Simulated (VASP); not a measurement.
# MgS (I4/mmm) in VASP: a series of runs, part 2 of 2

VASP 6.6.1. Earlier steps stand in the parts before.

### Step 3. Single point, PBE (zz strain of -3 %)

File INCAR:

```
SYSTEM = MgS
PREC = Accurate
ENCUT = 520
EDIFF = 1E-6
ISMEAR = -1
SIGMA = 0.01
LREAL = .False.
LASPH = .True.
NELM = 80
ALGO = Normal
ISIF = 2
LWAVE = .False.
LCHARG = .False.
GGA = PE
NBANDS = 11
```

File KPOINTS:

```
Automatic mesh
0
Gamma
  8 8 8
  0 0 0
```

File POSCAR:

```
MgS
1.0
    0.0000000000      2.6016500000      2.5236005000
    2.6016500000      0.0000000000      2.5236005000
    2.6016500000      2.6016500000      0.0000000000
Mg S
1 1
Direct
    0.0000000000      0.0000000000      0.0000000000
    0.5000000000      0.5000000000      0.5000000000
```

Potentials or basis: VASP PAW PBE potentials, release 64 (Mg, S).

Launch:

```sh
$ cat potpaw_PBE.64/Mg/POTCAR potpaw_PBE.64/S/POTCAR > POTCAR
$ mpirun -np 1 vasp_std > vasp.out
```

OUTCAR:

```text
SYSTEM = MgS
   PREC = Accurate
   ENCUT = 520
   EDIFF = 1E-6
   ISMEAR = -1
   LREAL = .False.
   LASPH = .True.
   NELM = 80
   ISIF = 2
   GGA = PE

 ion  position               nearest neighbor table
   1  0.000  0.000  0.000-   2 2.52   2 2.52   2 2.60   2 2.60   2 2.60   2 2.60
   2  0.500  0.500  0.500-   1 2.52   1 2.52   1 2.60   1 2.60   1 2.60   1 2.60

  LATTYP: Found a body centered tetragonal cell.
 ALAT       =     3.6792887145
 C/A-ratio  =     1.3717871555

  Lattice vectors:

 A1 = (   0.0000000000,  -2.6016500000,  -2.5236005000)
 A2 = (   0.0000000000,   2.6016500000,  -2.5236005000)
 A3 = (   2.6016500000,   0.0000000000,   2.5236005000)

Analysis of symmetry for initial positions (statically):
=====================================================================
 Subroutine PRICEL returns:
 Original cell was already a primitive cell.

 Routine SETGRP: Setting up the symmetry group for a
 body centered tetragonal supercell.

 Subroutine GETGRP returns: Found 16 space group operations
 (whereof 16 operations were pure point group operations)
 out of a pool of 16 trial point group operations.

The static configuration has the point symmetry D_4h.

Analysis of symmetry for dynamics (positions and initial velocities):
=====================================================================
 Subroutine PRICEL returns:
 Original cell was already a primitive cell.

 Routine SETGRP: Setting up the symmetry group for a
 body centered tetragonal supercell.

 Subroutine GETGRP returns: Found 16 space group operations
 (whereof 16 operations were pure point group operations)
 out of a pool of 16 trial point group operations.

The dynamic configuration has the point symmetry D_4h.

 Subroutine INISYM returns: Found 16 space group operations
 (whereof 16 operations are pure point group operations),
 and found     1 'primitive' translations

----------------------------------------------------------------------------------------

                                     Primitive cell
[... 108 lines left out ...]
   IALGO  =     38    algorithm
   IMIX   =      4    mixing-type and parameters
     AMIX     =   0.40;   BMIX     =  1.00
     AMIX_MAG =   1.60;   BMIX_MAG =  1.00
  volume/ion in A,a.u.               =      17.08       115.27
  Fermi-wavevector in a.u.,A,eV,Ry     =   1.009072  1.906869 13.853803  1.018226
  Thomas-Fermi vector in A             =   2.141978
   LORBIT       =      0    0 simple, 1 ext, 2 COOP (PROOUT), +10 PAW based schemes
   GGA     = PE    functional components
[... 5 lines left out ...]
 non-spin polarized calculation
  energy-cutoff  :      520.00
  volume of cell :       34.16
 maximum number of plane-waves:       938
   NGX = 13   NGY = 13   NGZ = 13

 number of electron       7.9999999 magnetization

 Free energy of the ion-electron system (eV)
  ---------------------------------------------------
  ext. energy  EPLUGINS =         0.00000000
  ---------------------------------------------------
  free energy    TOTEN  =        -8.47936822 eV

  energy without entropy =       -8.47936822  energy(sigma->0) =       -8.47936822

 E-fermi :   4.2409     XC(G=0):  -9.8132

 val. band max:        4.0451580835   @ k =   0.0000   0.0000   0.0000
 cond. band min:       6.7431182625   @ k =   0.5000   0.5000   0.0000
 fundamental gap:      2.6979601790
 Fermi energy:         4.2408686031

 k-point     1 :       0.0000    0.0000    0.0000
  band No.  band energies     occupation
      1      -8.8454      2.00000
      2       3.9061      2.00000
      3       4.0452      2.00000
      4       4.0452      2.00000
      5       7.9549      0.00000
      6      11.8330      0.00000
      7      11.8330      0.00000
      8      12.1543      0.00000
      9      14.1687      0.00000
     10      14.5904      0.00000
     11      16.6184      0.00000
[... 309 lines left out ...]
 k-point    24 :       0.3750   -0.0000    0.1250
  band No.  band energies     occupation
      1      -7.8028      2.00000
      2       0.1560      2.00000
      3       3.0159      2.00000
      4       3.1934      2.00000
      5       9.3704      0.00000
      6      10.6030      0.00000
      7      12.2059      0.00000
      8      12.4832      0.00000
      9      15.6320      0.00000
     10      16.8739      0.00000
     11      17.1165      0.00000

 [... further k-points ...]
[... 5 lines left out ...]
  --------------------------------------------------------------------------------------
  -------------------------------------------------------------------------------------
  Total        0.4785991      0.4785991      1.3218981      0.0000000      0.0000000     -0.0000000
  in kB       22.4457514     22.4457514     61.9955088      0.0000000      0.0000000     -0.0000000
  external PRESSURE =      35.6290038 kB  Pullay stress =       0.0000000 kB

 VOLUME and BASIS-vectors are now :
 -----------------------------------------------------------------------------
  energy-cutoff  :      520.00
  volume of cell :       34.16
      direct lattice vectors                 reciprocal lattice vectors
     0.000000000  2.601650000  2.523600500    -0.192185728  0.192185728  0.198129617
     2.601650000  0.000000000  2.523600500     0.192185728 -0.192185728  0.198129617
     2.601650000  2.601650000  0.000000000     0.192185728  0.192185728 -0.198129617

 POSITION                                       TOTAL-FORCE (eV/Angst)
 -----------------------------------------------------------------------------------
      0.00000      0.00000      0.00000         0.000000     -0.000000      0.000000
      2.60165      2.60165      2.52360        -0.000000      0.000000      0.000000
 -----------------------------------------------------------------------------------
    total drift:                                0.000000      0.000000      0.000000

  FREE ENERGIE OF THE ION-ELECTRON SYSTEM (eV)
  ---------------------------------------------------
  free  energy   TOTEN  =        -8.4793682171 eV

  energy  without entropy=       -8.4793682171  energy(sigma->0) =       -8.47936822
```

OSZICAR:

```text
N       E                     dE             d eps       ncg     rms          rms(c)
DAV:   1     0.227530032728E+02    0.22753E+02   -0.36672E+03  1338   0.599E+02
DAV:   2    -0.747107466445E+01   -0.30224E+02   -0.28379E+02  1663   0.101E+02
DAV:   3    -0.886655434300E+01   -0.13955E+01   -0.13934E+01  1602   0.233E+01
DAV:   4    -0.887484617899E+01   -0.82918E-02   -0.82912E-02  1567   0.214E+00
DAV:   5    -0.887491348898E+01   -0.67310E-04   -0.67309E-04  1623   0.187E-01    0.456E+00
DAV:   6    -0.851931859206E+01    0.35559E+00   -0.75078E-01  1478   0.346E+00    0.358E+00
DAV:   7    -0.847935511010E+01    0.39963E-01   -0.22023E-01  1546   0.205E+00    0.234E+00
DAV:   8    -0.847963464657E+01   -0.27954E-03   -0.14214E-02  1463   0.722E-01    0.102E+00
DAV:   9    -0.847935708282E+01    0.27756E-03   -0.77978E-04  1502   0.162E-01    0.347E-01
DAV:  10    -0.847937173968E+01   -0.14657E-04   -0.22100E-04  1555   0.688E-02    0.424E-02
DAV:  11    -0.847936827682E+01    0.34629E-05   -0.20720E-05  1550   0.202E-02    0.181E-02
DAV:  12    -0.847936821711E+01    0.59708E-07   -0.71943E-07   984   0.535E-03
   1 F= -.84793682E+01 E0= -.84793682E+01  d E =-.508693E-11
```

stdout:

```text
POSCAR found type information on POSCAR MgS
 POSCAR found :  2 types and       2 ions
 scaLAPACK will be used
 LDA part: xc-table for (Slater+PW92), standard interpolation
 POSCAR, INCAR and KPOINTS ok, starting setup
 FFT: planning ... GRIDC
 FFT: planning ... GRID_SOFT
 FFT: planning ... GRID
 WAVECAR not read
 entering main loop
```

Run time: 9.2 s. Hardware: 1 thread of Intel Xeon 6975P-C (Granite Rapids), shared host; peak memory 0.16 GiB.

Results:

| Property | Result |
| --- | --- |
| Free energy | -8.4794 eV |
| Pressure | 3.6 GPa |
| Band gap on the k mesh | 2.70 eV, indirect (least direct gap 3.91 eV) |

Stress tensor (GPa, compression positive):
```
2.24 0.00 0.00
0.00 2.24 0.00
0.00 0.00 6.20
```

Caveat: the cell differs from its parent crystal (zz strain of -3 %). A k mesh can miss the band edges.

### Step 4. Single point, PBE (zz strain of -1 %)

File INCAR:

```
ALGO = Normal
EDIFF = 1E-6
ENCUT = 520
GGA = PE
ISIF = 2
ISMEAR = -1
LASPH = True
LCHARG = True
LELF = True
LREAL = False
LVHAR = True
LWAVE = False
NBANDS = 11
NELM = 100
PREC = Accurate
SIGMA = 0.01
```

File KPOINTS:

```
k-points
0
Gamma
  8 8 8
```

File POSCAR:

```
MgS
1.0
    0.0000000000      2.6016500000      2.5756335000
    2.6016500000      0.0000000000      2.5756335000
    2.6016500000      2.6016500000      0.0000000000
Mg S
1 1
Direct
    0.0000000000      0.0000000000      0.0000000000
    0.5000000000      0.5000000000      0.5000000000
```

Launch:

```sh
$ cat potpaw_PBE.64/Mg/POTCAR potpaw_PBE.64/S/POTCAR > POTCAR
$ mpirun -np 1 vasp_std > vasp.out
```

It took 9.2 s on 1 thread of Intel Xeon 6975P-C (Granite Rapids), shared host; peak memory 0.17 GiB.

It converged, with:

| Property | Result |
| --- | --- |
| Free energy | -8.4982 eV |
| Pressure | 1.7 GPa |
| Band gap on the k mesh | 2.75 eV, indirect (least direct gap 3.78 eV) |

Stress tensor (GPa, compression positive):
```
1.30 0.00 0.00
0.00 1.30 0.00
0.00 0.00 2.44
```

Levels at points of the mesh, in eV from the valence-band top:
```csv
k point,band 2,band 3,band 4,band 5,band 6,band 7
"(0.00, 0.00, 0.00)",-0.04,0.00,0.00,3.78,7.90,7.90
"(0.50, 0.00, 0.00)",-4.90,-0.63,-0.60,4.55,6.85,6.96
"(0.50, 0.50, 0.00)",-4.25,-1.75,-1.75,2.75,4.33,12.16
"(0.50, 0.00, 0.50)",-4.26,-1.75,-1.66,2.80,4.36,12.05
```

Caveat: the cell differs from its parent crystal (zz strain of -1 %). A k mesh can miss the band edges.

### Step 5. Single point, PBE (zz strain of -2 %)

File INCAR:

```
PREC = Accurate
ENCUT = 520
EDIFF = 1E-7
ISMEAR = -1
SIGMA = 0.01
LREAL = F
LASPH = T
NELM = 100
ALGO = Normal
ISIF = 2
LWAVE = F
LCHARG = F
GGA = PE
NBANDS = 11
```

File KPOINTS:

```
regular mesh
0
Gamma
  8 8 8
```

File POSCAR:

```
MgS
1.0
    0.0000000000      2.6016500000      2.5496170000
    2.6016500000      0.0000000000      2.5496170000
    2.6016500000      2.6016500000      0.0000000000
Mg S
1 1
Direct
    0.0000000000      0.0000000000      0.0000000000
    0.5000000000      0.5000000000      0.5000000000
```

Launch:

```sh
$ cat potpaw_PBE.64/Mg/POTCAR potpaw_PBE.64/S/POTCAR > POTCAR
$ mpirun -np 1 vasp_std > vasp.out
```

It took 10 s on 1 thread of Intel Xeon 6975P-C (Granite Rapids), shared host; peak memory 0.17 GiB.

Results (log left out):

* Free energy: -8.4909 eV
* Pressure: 2.6 GPa
* Band gap on the k mesh: 2.72 eV, indirect (least direct gap 3.84 eV)

Stress tensor (GPa, compression positive):
```
1.76 0.00 0.00
0.00 1.76 0.00
0.00 0.00 4.21
```

Levels at points of the mesh, in eV from the valence-band top:
| k point | band 2 | band 3 | band 4 | band 5 | band 6 | band 7 |
| --- | --- | --- | --- | --- | --- | --- |
| (0.00, 0.00, 0.00) | -0.09 | 0.00 | 0.00 | 3.84 | 7.84 | 7.84 |
| (0.50, 0.00, 0.00) | -4.97 | -0.67 | -0.61 | 4.54 | 6.79 | 7.02 |
| (0.50, 0.50, 0.00) | -4.31 | -1.82 | -1.82 | 2.72 | 4.26 | 12.31 |
| (0.50, 0.00, 0.50) | -4.34 | -1.81 | -1.64 | 2.83 | 4.33 | 12.10 |

Caveat: the cell differs from its parent crystal (zz strain of -2 %).

### Step 6. Single point, PBE (zz strain of +1 %)

File INCAR:

```
PREC = Accurate
ENCUT = 520
EDIFF = 1E-7
ISMEAR = -1
SIGMA = 0.01
LREAL = False
LASPH = True
NELM = 60
ALGO = Normal
ISIF = 2
LWAVE = False
LCHARG = False
GGA = PE
NBANDS = 11
```

File KPOINTS:

```
Automatic mesh
0
Gamma
  8 8 8
```

File POSCAR:

```
MgS
1.0
    0.0000000000      2.6016500000      2.6276665000
    2.6016500000      0.0000000000      2.6276665000
    2.6016500000      2.6016500000      0.0000000000
Mg S
1 1
Direct
    0.0000000000      0.0000000000      0.0000000000
    0.5000000000      0.5000000000      0.5000000000
```

Potentials or basis: VASP PAW PBE potentials, release 64 (Mg, S).

Launch:

```sh
$ cat potpaw_PBE.64/Mg/POTCAR potpaw_PBE.64/S/POTCAR > POTCAR
$ mpirun -np 1 vasp_std > vasp.out
```

Run time: 10 s. Hardware: 1 thread of Intel Xeon 6975P-C (Granite Rapids), shared host; peak memory 0.16 GiB.

The run converged. Its results:

- Free energy: -8.5023 eV
- Pressure: 0.1 GPa
- Band gap on the k mesh: 2.71 eV, indirect (least direct gap 3.60 eV)

Stress tensor (GPa, compression positive):
```
 0.44  0.00  0.00
 0.00  0.44  0.00
 0.00  0.00 -0.53
```

Levels at points of the mesh, in eV from the valence-band top:
```csv
k point,band 1,band 2,band 3,band 4,band 5,band 6,band 7,band 8,band 9
"(0.00, 0.00, 0.00)",-12.64,-0.04,-0.04,0.00,3.60,7.86,7.97,7.97,10.24
"(0.50, 0.00, 0.00)",-11.36,-4.80,-0.62,-0.59,4.50,6.82,6.92,9.98,12.07
"(0.50, 0.50, 0.00)",-11.02,-4.18,-1.66,-1.66,2.76,4.42,11.81,12.75,13.29
"(0.50, 0.00, 0.50)",-10.98,-4.17,-1.74,-1.66,2.71,4.39,11.91,12.77,13.08
```

Caveat: the cell differs from its parent crystal (zz strain of +1 %).

### Step 7. Overview

```tsv
cell	gap on the mesh (eV)	pressure (GPa)
a = 3.625, b = 3.625, c = 3.569 Å, angles 60.5, 60.5, 59.0°, 2 atoms	2.77	6.4
a = 3.625, b = 3.625, c = 3.679 Å, angles 59.5, 59.5, 61.0°, 2 atoms	2.70	3.6
a = 3.661, b = 3.661, c = 3.679 Å, angles 59.8, 59.8, 60.3°, 2 atoms	2.75	1.7
a = 3.643, b = 3.643, c = 3.679 Å, angles 59.7, 59.7, 60.7°, 2 atoms	2.72	2.6
a = 3.698, b = 3.698, c = 3.679 Å, angles 60.2, 60.2, 59.7°, 2 atoms	2.71	0.1
```

Alike in all rows: task single point; level PBE; potentials or basis VASP PAW PBE potentials, release 64 (Mg, S); no spin polarisation; k mesh 8 × 8 × 8; cutoff (eV) 520; smearing fermi-dirac 0.01 eV.

Absolute energies hang on the potentials; compare differences alone.
